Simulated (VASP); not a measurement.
InP, 2 atoms in the cell. It takes space group Fm-3m (No. 225, cubic). Conventional cell: a = 5.165 Å, b = 5.165 Å, c = 5.165 Å, α = 90.00°, β = 90.00°, γ = 90.00°. In (site symmetry m-3m) has 6 P at 2.58 Å within 3.4 Å. Within 3.4 Å of P (site symmetry m-3m) lie 6 In at 2.58 Å. 

| Quantity | Value |
| --- | --- |
| Program | VASP 6.6.1 |
| Task | elastic constants |
| Functional | LDA |
| Potentials or basis | VASP PAW LDA potentials, release 64 (In_d, P) |
| Cutoff | 600 eV |
| k mesh | 14 × 14 × 14 |
| Occupations | fermi-dirac, width 0.15 eV |
| Spin | no spin polarisation |
| Dipole correction | no |
| Ions in elastic constants | relaxed |
| Further INCAR settings | ALGO = Normal; EDIFF = 1e-08; IBRION = 6; POTIM = 0.015; NSW = 1; ISIF = 3 |

Potentials or basis: VASP PAW LDA potentials, release 64 (In_d, P).

Run with:

```bash
$ cat potpaw_LDA.64/In_d/POTCAR potpaw_LDA.64/P/POTCAR > POTCAR
$ mpirun -np 1 vasp_std > vasp.out
```

Hardware: 1 thread of Intel(R) Xeon(R) 6975P-C (Granite Rapids), on a shared host.

Q: How long does it take, and how much memory?

A: Run time: 24 min on 1 thread of Intel(R) Xeon(R) 6975P-C (Granite Rapids), with other jobs on the host, peak memory 0.74 GiB. Counts: scf iterations 175, k points 104.
